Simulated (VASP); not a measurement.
# TiO (P-6m2) in VASP: further runs, part 2 of 2

VASP 6.6.1.

## Step 5: Single point, PBEsol

File INCAR:

```
PREC     = Accurate       # precision mode
ENCUT    = 520            # plane-wave cutoff, eV
EDIFF    = 1E-6           # SCF threshold, eV
ISMEAR   = 0              # smearing method
SIGMA    = 0.1            # smearing width, eV
LREAL    = F              # projectors in reciprocal space
LASPH    = T              # aspherical terms in the spheres
NELM     = 80             # most SCF steps
ALGO     = Normal         # electronic algorithm
ISIF     = 2              # what is computed and relaxed
LWAVE    = F              # write WAVECAR
LCHARG   = T              # write CHGCAR
GGA      = PS             # functional
LELF     = T              # ELF
LVHAR    = T            
NBANDS   = 16             # bands
```

File KPOINTS:

```
regular mesh
0
Gamma
  24 24 16
```

File POSCAR:

```
TiO
1.0
    3.0309987015      0.0000000000      0.0000000000
   -1.5154993507      2.6249218743      0.0000000000
    0.0000000000      0.0000000000      3.2377000000
Ti O
1 1
Direct
    0.6666666667      0.3333333333      0.0000000000
    0.0000000000      0.0000000000      0.5000000000
```

Potentials or basis: VASP PAW PBE potentials, release 64 (Ti_sv, O).

Command:

```bash
cat potpaw_PBE.64/Ti_sv/POTCAR potpaw_PBE.64/O/POTCAR > POTCAR
mpirun -np 1 vasp_std > vasp.out
```

OUTCAR:

```text
PREC = Accurate
   ENCUT = 520
   EDIFF = 1E-6
   ISMEAR = 0
   LREAL = F
   LASPH = T
   NELM = 80
   ISIF = 2
   GGA = PS

 ion  position               nearest neighbor table
   1  0.667  0.333  0.000-   2 2.38   2 2.38   2 2.38   2 2.38   2 2.38   2 2.38
   2  0.000  0.000  0.500-   1 2.38   1 2.38   1 2.38   1 2.38   1 2.38   1 2.38

  LATTYP: Found a hexagonal cell.
 ALAT       =     3.0309987015
 C/A-ratio  =     1.0681957727

  Lattice vectors:

 A1 = (   3.0309987015,   0.0000000000,   0.0000000000)
 A2 = (  -1.5154993507,   2.6249218743,   0.0000000000)
 A3 = (   0.0000000000,   0.0000000000,   3.2377000000)

Analysis of symmetry for initial positions (statically):
=====================================================================
 Subroutine PRICEL returns:
 Original cell was already a primitive cell.

 Routine SETGRP: Setting up the symmetry group for a
 hexagonal supercell.

 Subroutine GETGRP returns: Found 12 space group operations
 (whereof 12 operations were pure point group operations)
 out of a pool of 24 trial point group operations.

The static configuration has the point symmetry D_3h.

Analysis of symmetry for dynamics (positions and initial velocities):
=====================================================================
 Subroutine PRICEL returns:
 Original cell was already a primitive cell.

 Routine SETGRP: Setting up the symmetry group for a
 hexagonal supercell.

 Subroutine GETGRP returns: Found 12 space group operations
 (whereof 12 operations were pure point group operations)
 out of a pool of 24 trial point group operations.

The dynamic configuration has the point symmetry D_3h.

 Subroutine INISYM returns: Found 12 space group operations
 (whereof 12 operations are pure point group operations),
 and found     1 'primitive' translations

----------------------------------------------------------------------------------------

                                     Primitive cell

  volume of cell :      25.7596

  direct lattice vectors                    reciprocal lattice vectors
     3.030998702  0.000000000  0.000000000     0.329924259  0.190481860  0.000000000
    -1.515499351  2.624921874  0.000000000     0.000000000  0.380963719  0.000000000
     0.000000000  0.000000000  3.237700000     0.000000000  0.000000000  0.308861229

  length of vectors
     3.030998702  3.030998701  3.237700000     0.380963719  0.380963719  0.308861229

  position of ions in fractional coordinates (direct lattice)
     0.666666667  0.333333333  0.000000000
     0.000000000  0.000000000  0.500000000

  ion indices of the primitive-cell ions
   primitive index   ion index
                 1           1
                 2           2

----------------------------------------------------------------------------------------

 KPOINTS: regular mesh

Automatic generation of k-mesh.
 Grid dimensions read from file:
 generate k-points for:   24   24   16

 Generating k-lattice:

  Cartesian coordinates                     Fractional coordinates (reciprocal lattice)
     0.013746844  0.007936744  0.000000000     0.041666667  0.000000000  0.000000000
     0.000000000  0.015873488  0.000000000     0.000000000  0.041666667  0.000000000
     0.000000000  0.000000000  0.019303827     0.000000000  0.000000000  0.062500000

  Length of vectors
     0.015873488  0.015873488  0.019303827

  Shift w.r.t. Gamma in fractional coordinates (k-lattice)
     0.000000000  0.000000000  0.000000000

 Subroutine IBZKPT returns following result:
 ===========================================

 Found    549 irreducible k-points:

 Following reciprocal coordinates:
            Coordinates               Weight
  0.000000  0.000000  0.000000      1.000000
  0.041667  0.000000  0.000000      6.000000
  0.083333  0.000000  0.000000      6.000000
  0.125000  0.000000  0.000000      6.000000
  0.166667  0.000000  0.000000      6.000000
  0.208333  0.000000  0.000000      6.000000
[... 16 lines left out ...]
  0.416667  0.041667  0.000000     12.000000
  0.458333  0.041667  0.000000     12.000000
 [... further k-points ...]
   k-points           NKPTS =    549   k-points in BZ     NKDIM =    549   number of bands    NBANDS=     16
   number of dos      NEDOS =    301   number of ions     NIONS =      2
   total plane-waves  NPLWV =  13824
   dimension x,y,z NGX =    24 NGY =   24 NGZ =   24
   dimension x,y,z NGXF=    48 NGYF=   48 NGZF=   48
   ions per type =               1   1
   NGX,Y,Z   is equivalent  to a cutoff of  13.16, 13.16, 12.32 a.u.
   NGXF,Y,Z  is equivalent  to a cutoff of  26.33, 26.33, 24.65 a.u.
 SYSTEM =  unknown system
   PREC   = accura    normal or accurate (medium, high low for compatibility)
   ISTART =      0    job   : 0-new  1-cont  2-samecut
   ICHARG =      2    charge: 1-file 2-atom 10-const
   ISPIN  =      1    spin polarized calculation?
   LNONCOLLINEAR =      F non collinear calculations
   LSORBIT =      F    spin-orbit coupling
   LASPH  =      T    aspherical Exc in radial PAW
   ENCUT  =  520.0 eV  38.22 Ry    6.18 a.u.   5.64  5.64  6.02*2*pi/ulx,y,z
   NELM   =     80;   NELMIN=  2; NELMDL= -5     # of ELM steps
   EDIFF  = 0.1E-05   stopping-criterion for ELM
   LREAL  =      F    real-space projection
   EDIFFG = 0.1E-04   stopping-criterion for IOM
   NSW    =      0    number of steps for IOM
   IBRION =     -1    ionic relax: 0-MD 1-quasi-New 2-CG
   NFREE  =      0    steps in history (QN), initial steepest desc. (CG)
   ISIF   =      2    stress and relaxation
   ISYM   =      2    0-nonsym 1-usesym 2-fastsym
   POTIM  = 0.5000    time-step for ionic-motion
   TEBEG  =    0.0;   TEEND  =   0.0 temperature during run
   PSTRESS=    0.0 pullay stress
   NELECT =      18.0000    total number of electrons
   NUPDOWN=      -1.0000    fix difference up-down
   EMIN   =  10.00;   EMAX   =-10.00  energy-range for DOS
   EFERMI =   0.00;   METHOD = LEGACY
   ISMEAR =     0;   SIGMA  =   0.10  broadening in eV -4-tet -1-fermi 0-gaus
   EFERMI_NEDOS =   21; number of points for ismear=-14 and -15
   IALGO  =     38    algorithm
   IMIX   =      4    mixing-type and parameters
     AMIX     =   0.40;   BMIX     =  1.00
     AMIX_MAG =   1.60;   BMIX_MAG =  1.00
  volume/ion in A,a.u.               =      12.88        86.92
  Fermi-wavevector in a.u.,A,eV,Ry     =   1.452734  2.745269 28.714224  2.110436
  Thomas-Fermi vector in A             =   2.570082
   LORBIT       =      0    0 simple, 1 ext, 2 COOP (PROOUT), +10 PAW based schemes
   GGA     = PS    functional components
   LHFCALC =     F    Hartree Fock is set to
   AEXX    =    0.0000 exact exchange contribution
   IVDW    =     0    specifies the selected vdW correction
   LEPSILON=     F    determine dielectric tensor
   LRPA    =     F    only Hartree local field effects (RPA)
 non-spin polarized calculation
 Gauss-broadening in eV      SIGMA  =   0.10
  energy-cutoff  :      520.00
  volume of cell :       25.76
 maximum number of plane-waves:       721
 NGX is ok and might be reduce to    24
   NGX = 11   NGY = 11   NGZ = 13

 number of electron      18.0000004 magnetization

 Free energy of the ion-electron system (eV)
  ---------------------------------------------------
  ext. energy  EPLUGINS =         0.00000000
  ---------------------------------------------------
  free energy    TOTEN  =       -17.55236750 eV

  energy without entropy =      -17.55214570  energy(sigma->0) =      -17.55225660

 E-fermi :   7.4362     XC(G=0): -11.5492

 val. band max:        7.4318413313   @ k =   0.0000   0.0000   0.4375
 cond. band min:       7.4996773488   @ k =   0.0000   0.0000   0.5000
 fundamental gap:      0.0678360174
 Fermi energy:         7.4362254531

 k-point     1 :       0.0000    0.0000    0.0000
  band No.  band energies     occupation
      1     -50.3506      2.00000
      2     -26.7515      2.00000
      3     -26.4169      2.00000
      4     -26.4169      2.00000
      5     -12.1334      2.00000
      6       2.9816      2.00000
[... 8 lines left out ...]
     15      19.7254      0.00000
     16      21.4299      0.00000
[... 419 lines left out ...]
 k-point    24 :       0.4583    0.0417    0.0000
  band No.  band energies     occupation
      1     -50.3007      2.00000
      2     -26.7739      2.00000
      3     -26.7016      2.00000
      4     -26.5019      2.00000
      5     -11.3702      2.00000
      6       0.6811      2.00000
[... 8 lines left out ...]
     15      15.9492      0.00000
     16      20.4340      0.00000

 [... further k-points ...]
[... 5 lines left out ...]
  --------------------------------------------------------------------------------------
  -------------------------------------------------------------------------------------
  Total       -5.4017934     -5.4017934     -8.6234632     -0.0000000      0.0000000      0.0000000
  in kB     -335.9772036   -335.9772036   -536.3565147     -0.0000000      0.0000000      0.0000000
  external PRESSURE =    -402.7703073 kB  Pullay stress =       0.0000000 kB

 VOLUME and BASIS-vectors are now :
 -----------------------------------------------------------------------------
  energy-cutoff  :      520.00
  volume of cell :       25.76
      direct lattice vectors                 reciprocal lattice vectors
     3.030998702  0.000000000  0.000000000     0.329924259  0.190481860  0.000000000
    -1.515499351  2.624921874  0.000000000     0.000000000  0.380963719  0.000000000
     0.000000000  0.000000000  3.237700000     0.000000000  0.000000000  0.308861229

 POSITION                                       TOTAL-FORCE (eV/Angst)
 -----------------------------------------------------------------------------------
      1.51550      0.87497      0.00000         0.000000      0.000000      0.000000
      0.00000      0.00000      1.61885        -0.000000      0.000000      0.000000
 -----------------------------------------------------------------------------------
    total drift:                               -0.000000      0.000000      0.000000

  FREE ENERGIE OF THE ION-ELECTRON SYSTEM (eV)
  ---------------------------------------------------
  free  energy   TOTEN  =       -17.5523675005 eV

  energy  without entropy=      -17.5521457028  energy(sigma->0) =      -17.55225660
```

Run time: 1.8 min. Hardware: 1 thread of Intel Xeon Platinum 8488C (Sapphire Rapids), shared host; peak memory 0.32 GiB.

What came out:

| Quantity | Value |
| --- | --- |
| Free energy | -17.5524 eV |
| Pressure | -40.3 GPa |
| Band gap on the k mesh | 0.02 eV |

Caveat: the stress differs along the axes, from -54 to -34 GPa; the smearing spreads over this small gap; the PAW data sets were made with another functional, which shifts forces and pressure a little. A k mesh can miss the band edges.

## Step 6: Single point, PBEsol

File INCAR:

```
PREC = Accurate ; ENCUT = 520
EDIFF = 1E-7 ; ISMEAR = 0
SIGMA = 0.1 ; LREAL = F
LASPH = T ; NELM = 80
ALGO = Normal ; ISIF = 2
LWAVE = F ; LCHARG = T
GGA = PS ; LELF = T
LVHAR = T ; NBANDS = 16
```

File KPOINTS:

```
Automatic mesh
0
Gamma
  24 24 18
```

POSCAR is that of step 5.

Potentials or basis: VASP PAW PBE potentials, release 64 (Ti_sv, O).

Command:

```bash
cat potpaw_PBE.64/Ti_sv/POTCAR potpaw_PBE.64/O/POTCAR > POTCAR
mpirun -np 1 vasp_std > vasp.out
```

It took 2.4 min on 1 thread of Intel Xeon Platinum 8488C (Sapphire Rapids), shared host; peak memory 0.35 GiB.

It converged, with:

| Item | Value |
| --- | --- |
| Free energy | -17.5524 eV |
| Pressure | -40.3 GPa |
| Band gap on the k mesh | 0.02 eV |

Stress tensor (GPa, compression positive):
```
-33.60   0.00   0.00
  0.00 -33.60   0.00
  0.00   0.00 -53.63
```

Levels at points of the mesh, in eV from the valence-band top:
```tsv
k point	band 6	band 7	band 8	band 9	band 10	band 11	band 12	band 13
(0.00, 0.00, 0.00)	-4.52	-3.89	-3.89	-2.43	0.47	0.94	0.94	1.38
(0.50, 0.00, 0.00)	-6.85	-5.08	-3.91	-1.70	1.03	1.41	1.76	2.11
(0.00, 0.00, 0.50)	-7.42	-3.66	-3.66	0.00	0.02	0.02	1.47	1.47
(0.50, 0.00, 0.50)	-6.13	-6.07	-4.62	-0.86	0.87	1.81	2.08	2.30
```

Caveat: the stress differs along the axes, from -54 to -34 GPa; the smearing spreads over this small gap; the PAW data sets were made with another functional, which shifts forces and pressure a little. A k mesh can miss the band edges.

## Step 7: Single point, PBEsol

File INCAR:

```
PREC = Accurate
ENCUT = 520
EDIFF = 1E-6
ISMEAR = 0
SIGMA = 0.1
LREAL = F
LASPH = T
NELM = 80
ALGO = Normal
ISIF = 2
LWAVE = F
LCHARG = T
GGA = PS
LELF = T
LVHAR = T
NBANDS = 16
```

File KPOINTS:

```
regular mesh
0
Gamma
  24 24 22
```

POSCAR is that of step 6.

Command:

```bash
cat potpaw_PBE.64/Ti_sv/POTCAR potpaw_PBE.64/O/POTCAR > POTCAR
mpirun -np 1 vasp_std > vasp.out
```

Wall time 2.6 min (1 thread of Intel Xeon Platinum 8488C (Sapphire Rapids), shared host); peak memory 0.39 GiB.

The run converged. Its results:

- Free energy: -17.5524 eV
- Pressure: -40.3 GPa
- Band gap on the k mesh: 0.02 eV

Stress tensor (GPa, compression positive):
```
-33.60   0.00   0.00
  0.00 -33.60   0.00
  0.00   0.00 -53.64
```

Levels at points of the mesh, in eV from the valence-band top:
```
           k point  band 6  band 7  band 8  band 9  band 10  band 11  band 12  band 13
(0.00, 0.00, 0.00)   -4.52   -3.89   -3.89   -2.43     0.47     0.94     0.94     1.38
(0.50, 0.00, 0.00)   -6.85   -5.08   -3.91   -1.70     1.03     1.41     1.76     2.11
(0.00, 0.00, 0.50)   -7.42   -3.66   -3.66    0.00     0.02     0.02     1.47     1.47
(0.50, 0.00, 0.50)   -6.13   -6.07   -4.62   -0.86     0.87     1.81     2.08     2.30
```

Caveat: the stress differs along the axes, from -54 to -34 GPa; the smearing spreads over this small gap; the PAW data sets were made with another functional, which shifts forces and pressure a little.

## Step 8: Overview

| k mesh | smearing | gap on the mesh (eV) | pressure (GPa) |
| --- | --- | --- | --- |
| 18 × 18 × 14 | methfessel-paxton 0.3 eV | 0.03 | -40.4 |
| 18 × 18 × 14 | methfessel-paxton 0.5 eV | 0.03 | -40.7 |
| 18 × 18 × 14 | tetrahedron | 0.02 | -40.3 |
| 24 × 24 × 16 | gaussian 0.1 eV | 0.02 | -40.3 |
| 24 × 24 × 18 | gaussian 0.1 eV | 0.02 | -40.3 |
| 24 × 24 × 22 | gaussian 0.1 eV | 0.02 | -40.3 |

Alike in all rows: task single point; level PBEsol; potentials or basis VASP PAW PBE potentials, release 64 (Ti_sv, O); no spin polarisation; cell as given; cutoff (eV) 520.

Caveats: the stress differs along the axes, from -54 to -34 GPa; the PAW data sets were made with another functional, which shifts forces and pressure a little; the smearing spreads over this small gap (at least some runs).

Total energies depend on the potentials used, so only differences within one code and one set of settings carry meaning.

The gap in the log of VASP goes by the Fermi energy; the results here count the filled bands.